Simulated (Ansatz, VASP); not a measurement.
# One calculation of Re, two programs

```
CELL_PARAMETERS angstrom
0.00000 1.77040 1.77040
1.77040 0.00000 1.77040
1.77040 1.77040 0.00000
ATOMIC_POSITIONS crystal
Re 0.00000 0.00000 0.00000
```

Change from the starting cell: volume scaled by 0.76, LAPW.

Alike in both runs: task single point; functional PBEsol; k mesh 17 × 17 × 17; occupations fermi-dirac, width 0.05 eV; no spin polarisation.

|  | VASP | Ansatz |
| --- | --- | --- |
| version | VASP 6.6.1 | Ansatz 0.2.0 |
| potentials or method | VASP PAW PBE potentials, release 64 (Re), cutoff 520 eV | all-electron LAPW, scalar-relativistic |

VASP gave:

- pressure (GPa): 198.7

Problem. Which values does Ansatz return?

Solution. Pressure (GPa): 190.9.

VASP's potentials were made for PBE, not for PBEsol. Both programs put the cell under a high pressure, so it lies far from rest at this level. Ansatz ran all-electron here, and VASP with PAW potentials.

Neither program's run includes spin-orbit coupling. Noted on VASP's run: the cell as given lies far from equilibrium.
